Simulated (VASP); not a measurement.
ZnS, 8 atoms in the cell. The typed cell holds 8 atoms: a = 3.811 Å, b = 7.622 Å, c = 6.234 Å, α = 90.00°, β = 90.00°, γ = 120.00°. 

```yaml
Program: VASP 6.6.1
Task: single point
Functional: r2SCAN
Potentials_or_basis: VASP PAW PBE potentials, release 64 (Zn, S)
Cutoff: 440 eV
k_mesh: 3 × 3 × 1
Occupations: gaussian, width 0.01 eV
Spin: no spin polarisation
Dipole_correction: no
Further_INCAR_settings: ALGO = Normal; EDIFF = 1e-06; NBANDS = 46
```

Potentials or basis: VASP PAW PBE potentials, release 64 (Zn, S).

Command:

```console
$ cat potpaw_PBE.64/Zn/POTCAR potpaw_PBE.64/S/POTCAR > POTCAR
$ cp INCAR.step1 INCAR
$ mpirun -np 1 vasp_std > vasp.out
$ cp INCAR.step2 INCAR
$ mpirun -np 1 vasp_std > vasp.out
```

Hardware: 1 thread of Intel(R) Xeon(R) 6975P-C (Granite Rapids), with other jobs on the host.

**Question.** Estimate the wall time of this run.

**Answer.** Run time: 64 s on 1 thread of Intel(R) Xeon(R) 6975P-C (Granite Rapids), with other jobs on the host, peak memory 0.27 GiB. Counts: k points 5.
